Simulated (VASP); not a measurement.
Write the native input for VASP 6.6.1 that does the following.

```
Task                   : relaxation of cell and atoms
Functional             : LDA
Potentials or basis    : VASP PAW LDA potentials, release 64 (Nb_sv)
Cutoff                 : 600 eV
k mesh                 : 18 × 18 × 18
Occupations            : methfessel-paxton, width 0.05 eV
Spin                   : no spin polarisation
Target pressure        : 20 GPa
Dipole correction      : no
Further INCAR settings : ALGO = Normal; EDIFF = 1e-07; IBRION = 2; EDIFFG = -0.02; NSW = 80; ISIF = 3
```

The structure of Nb lies in POSCAR:

```
Nb
1.0
    0.0000000000      2.1150000000      2.1150000000
    2.1150000000      0.0000000000      2.1150000000
    2.1150000000      2.1150000000      0.0000000000
Nb
1
Direct
    0.0000000000      0.0000000000      0.0000000000
```

This isn't the form of Nb at room conditions, which is bcc.

One way to write it, as run:

INCAR

```
SYSTEM = Nb
ALGO = Normal ; EDIFF = 1E-7
EDIFFG = -0.02 ; ENCUT = 600
IBRION = 2 ; ISIF = 3
ISMEAR = 1 ; LASPH = .TRUE.
LCHARG = .FALSE. ; LREAL = .FALSE.
LWAVE = .FALSE. ; NELM = 60
NSW = 80 ; PREC = Accurate
PSTRESS = 200.0 ; SIGMA = 0.05
```

KPOINTS

```
k-points
0
G
  18 18 18
  0 0 0
```

Potentials or basis: VASP PAW LDA potentials, release 64 (Nb_sv).

Run with:

```bash
$ cat potpaw_LDA.64/Nb_sv/POTCAR > POTCAR
$ mpirun -np 1 vasp_std > vasp.out
```

Results of the run:

```json
{"Relaxed volume": "16.16 Å³/atom", "Relaxed cell": "a = 2.838 Å, b = 2.838 Å, c = 2.838 Å, α = 60.00°, β = 60.00°, γ = 60.00°", "Space group after relaxing (to 0.1 Å)": "Fm-3m (No. 225)", "Energy change on relaxing (the run minimises the enthalpy)": "+49.2 meV/atom", "Ionic steps": "5", "Pressure after relaxing": "20.0 GPa", "Band gap on the k mesh": "zero (an odd number of electrons rules out a gap without spin polarisation)"}
```

Caveat: the cell is relaxed towards a set pressure, so the run minimises the enthalpy, not the energy.

Run time: 3.6 min on 1 thread of Intel Xeon 8259CL, with other jobs on the host, peak memory 0.18 GiB.
